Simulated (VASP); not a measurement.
Runs of VASP 6.6.1 on VN. The structure is that of space group Fm-3m (No. 225), or close to it. The cells are those of the table. 

```tsv
spin	cell	k mesh	smearing	gap on the mesh (eV)	pressure (GPa)	moment (μB)
collinear, ferromagnetic start	a = 2.917 Å, angles 60.0°, 2 atoms	6 × 6 × 6	gaussian 0.1 eV	none	(b)	0.33
collinear, ferromagnetic start	a = 2.917 Å, angles 60.0°, 2 atoms	3 × 3 × 3	gaussian 0.084 eV	none	8.1	1.33
collinear, ferromagnetic start	a = 2.917 Å, angles 60.0°, 2 atoms	1 × 1 × 3	gaussian 0.1 eV	none	27.6	0.00
collinear, ferromagnetic start	a = 2.917 Å, angles 60.0°, 2 atoms	6 × 6 × 6	gaussian 0.26 eV	none	-0.1	0.01
off	a = 3.047 Å, angles 60.0°, 2 atoms	6 × 6 × 6	methfessel-paxton 0.272114 eV	none	-31.2	-
off	a = 2.917 Å, angles 60.0°, 2 atoms	6 × 6 × 6	gaussian 0.52 eV	none	1.0	-
collinear, ferromagnetic start	a = 2.917 Å, angles 60.0°, 2 atoms	1 × 2 × 4	tetrahedron	none	19.0	0.03
collinear, ferromagnetic start	a = 2.831 Å, angles 60.0°, 2 atoms	5 × 1 × 3	methfessel-paxton 0.63 eV	none	(c)	0.00
collinear, ferromagnetic start	a = 2.917 Å, angles 60.0°, 2 atoms	4 × 4 × 4	gaussian 0.1 eV	none	-1.1	0.31
collinear, ferromagnetic start	a = 2.917 Å, angles 60.0°, 2 atoms	2 × 2 × 2	gaussian 0.1 eV	none	(d)	0.00
collinear, ferromagnetic start	a = 2.965 Å, angles 60.0°, 2 atoms	6 × 6 × 6	gaussian 0.1 eV	none	(a)	0.43
collinear, ferromagnetic start	a = 2.917 Å, angles 60.0°, 2 atoms	6 × 6 × 6	tetrahedron	none	0.7	0.01
```

Alike in all rows: task single point; level PBE; potentials or basis VASP PAW PBE potentials, release 64 (V_sv, N); cutoff (eV) 600.

Fill in the values left out.

(a) -13.6; (b) -0.2; (c) 36.1; (d) 0.0.

Caveats: all runs use coarse meshes; forces of over 1 eV/Å act on the atoms, so gaps and moduli don't describe the material at rest (some runs).

A gap of «none» marks levels without a gap at the run's occupations.
